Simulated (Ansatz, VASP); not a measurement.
Si: VASP beside Ansatz

The input INCAR:

```
SYSTEM = Si
PREC = Accurate
ENCUT = 450
EDIFF = 1E-7
ISMEAR = 0
SIGMA = 0.01
LREAL = .FALSE.
LASPH = .TRUE.
NELM = 120
ALGO = Normal
ISIF = 2
LWAVE = .FALSE.
LCHARG = .FALSE.
GGA = PS
IBRION = 2
NSW = 60
EDIFFG = -0.002
GGA_COMPAT = .FALSE.
NELMIN = 4
```

Contents of KPOINTS:

```
Automatic mesh
0
G
  9 9 6
  0 0 0
```

POSCAR

```
Si
1.0
    3.8311469543      0.0000000000      0.0000000000
   -1.9155734771      3.3178705881      0.0000000000
    0.0000000000      0.0000000000      6.2615031399
Si
4
Direct
    0.3333333333      0.6666666667     -0.0007466898
    0.6666666667      0.3333333333      0.4992533102
    0.3333333333      0.6666666667      0.3747466898
    0.6666666667      0.3333333333      0.8747466898
```

Input for Ansatz:

```yaml
crystal:
  lattice:
    - [3.8311469543, 0.0, 0.0]
    - [-1.9155734771, 3.3178705881, 0.0]
    - [0.0, 0.0, 6.2615031399]
  atoms:
    - { symbol: Si, position: [0.3333333333, 0.6666666667, -0.0007466898] }
    - { symbol: Si, position: [0.6666666667, 0.3333333333, 0.4992533102] }
    - { symbol: Si, position: [0.3333333333, 0.6666666667, 0.3747466898] }
    - { symbol: Si, position: [0.6666666667, 0.3333333333, 0.8747466898] }
basis:
  ecutwfc: 420
kpoints:
  mp_grid: { grid: [9, 9, 6] }
hamiltonian:
  xc: pbesol
  pseudopotentials: { kind: paw, azcp: { folder: soft_1 } }
scf:
  occupations: { method: gaussian, width: 0.01 }
output:
  forces: true
  stress: true
  eigenvalues: true
relax:
  adjacent_minimum: "off"
  f_tol: 0.002
  max_steps: 40
```

Change from the starting cell: strained cell.

Alike in both runs: task relaxation of the atoms; functional PBEsol; k mesh 9 × 9 × 6; occupations gaussian, width 0.01 eV; no spin polarisation.

```csv
,VASP,Ansatz
version,VASP 6.6.1,Ansatz 0.2.0
potentials or method,"VASP PAW PBE potentials, release 64 (Si), cutoff 450 eV","scalar-relativistic, plane waves, PAW"
valence electrons in the cell,16,16
```

Ansatz gave:

```
gap on the k mesh at the Fermi level, each at its own relaxed structure (eV) : 0.29
```

Problem. Which values does VASP return?

Solution. gap on the k mesh at the Fermi level, each at its own relaxed structure (eV): 0.28.

VASP's potentials were made for PBE, not for PBEsol, and Ansatz warns of the same on its side. Ansatz's warnings: stress scf threshold loose.
